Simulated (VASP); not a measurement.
Wanted: the native input for a VASP 6.6.1 run.

```
Task                   : single point
Functional             : PBEsol
Potentials or basis    : VASP PAW PBE potentials, release 64 (Ta_sv_GW, N)
Cutoff                 : 700 eV
k mesh                 : 18 × 18 × 16
Occupations            : gaussian, width 0.15 eV
Spin                   : no spin polarisation
Dipole correction      : no
Further INCAR settings : ALGO = Normal; EDIFF = 1e-06; NBANDS = 16
```

The structure of TaN lies in POSCAR:

```
TaN
1.0
    2.8509000000      0.0000000000      0.0000000000
   -1.4254500000      2.4689518237      0.0000000000
    0.0000000000      0.0000000000      2.9425000000
Ta N
1 1
Direct
    0.3333333333      0.6666666667      0.5000000000
    0.0000000000      0.0000000000      0.0000000000
```

These files were run (other wordings do the same):

INCAR

```
SYSTEM = TaN
PREC = Accurate ; ENCUT = 700
EDIFF = 1E-6 ; ISMEAR = 0
SIGMA = 0.15 ; LREAL = .FALSE.
LASPH = .TRUE. ; NELM = 120
ALGO = Normal ; ISIF = 2
LWAVE = .FALSE. ; LCHARG = .FALSE.
GGA = PS ; NBANDS = 16
GGA_COMPAT = .FALSE.
```

KPOINTS

```
regular mesh
0
G
  18 18 16
  0 0 0
```

Potentials or basis: VASP PAW PBE potentials, release 64 (Ta_sv_GW, N).

Command:

```bash
$ cat potpaw_PBE.64/Ta_sv_GW/POTCAR potpaw_PBE.64/N/POTCAR > POTCAR
$ mpirun -np 1 vasp_std > vasp.out
```

It gave:

- Pressure: 9.0 GPa
- Band gap on the k mesh: zero (bands 9 and 10 overlap by 0.43 eV)

Caveat: the stress differs along the axes, from -13 to 20 GPa; the PAW data sets were made with another functional, which shifts forces and pressure a little; spin-orbit coupling is left out, which moves the levels of the heavy elements.

Wall time 2.7 min on 1 thread of Intel(R) Xeon(R) Platinum 8259CL CPU @ 2.50GHz (Skylake/Cascade Lake), with other jobs on the host, peak memory 0.32 GiB.
